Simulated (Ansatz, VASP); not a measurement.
BP: VASP beside Ansatz

```
B P
1.0
     0.00000    2.26008    2.26008
     2.26008    0.00000    2.26008
     2.26008    2.26008    0.00000
B P
1 1
Direct
  0.00000 0.00000 0.00000
  0.75000 0.75000 0.75000
```

Alike in both runs: task single point; functional PBEsol; k mesh 8 × 8 × 8; occupations gaussian, width 0.02 eV; no spin polarisation.

|  | VASP | Ansatz |
| --- | --- | --- |
| version | VASP 6.6.1 | Ansatz 0.2.0 |
| potentials or method | VASP PAW PBE potentials, release 64 (B, P), cutoff 500 eV | scalar-relativistic, plane waves, PAW |
| valence electrons in the cell | 8 | 8 |

|  | VASP | Ansatz | Ansatz less VASP |
| --- | --- | --- | --- |
| gap on the k mesh at the Fermi level (eV) | 1.15 | 1.15 | +0.004 |
| least direct gap on the mesh (eV) | 3.37 | 3.38 | +0.006 |
| pressure (GPa) | 0.1 | 0.0 | -0.11 |

VASP's potentials were made for PBE, not for PBEsol, and Ansatz warns of the same on its side. With one functional, cell and mesh, what is left measures potentials, basis and numerics.
